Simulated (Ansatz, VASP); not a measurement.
## One calculation of CuGe4, two programs

```
CELL_PARAMETERS angstrom
4.03036 0.00000 0.00000
-2.01518 3.49039 0.00000
0.00000 0.00000 21.49841
ATOMIC_POSITIONS crystal
Ge 0.33333 0.66667 0.18606
Ge 0.00000 0.00000 0.22433
Ge 0.00000 0.00000 0.34592
Ge 0.66667 0.33333 0.38135
Cu 0.66667 0.77778 0.53485
```

Alike in both runs: task single point; functional PBE; dispersion D3(BJ); k mesh 9 × 9 × 1; occupations gaussian, width 0.1 eV; no spin polarisation.

|  | VASP | Ansatz |
| --- | --- | --- |
| version | VASP 6.6.1 | Ansatz 0.2.0 |
| potentials or method | VASP PAW PBE potentials, release 64 (Ge_d, Cu), cutoff 520 eV | scalar-relativistic, plane waves, PAW |
| valence electrons in the cell | 67 | 75 |

|  | VASP | Ansatz | Ansatz less VASP |
| --- | --- | --- | --- |
| gap on the k mesh at the Fermi level (eV) | none | none | - |
| rms of the force components (eV/Å) | 0.180 | 0.180 | 0.0000 |

Atom by atom the forces differ by 0.001 eV/Å (rms over components). A gap of «none» marks a metal or a gap that the smearing closes. VASP's potentials hold 67 valence electrons a cell and Ansatz's 75, so a difference there can come from the potentials and not from the codes.
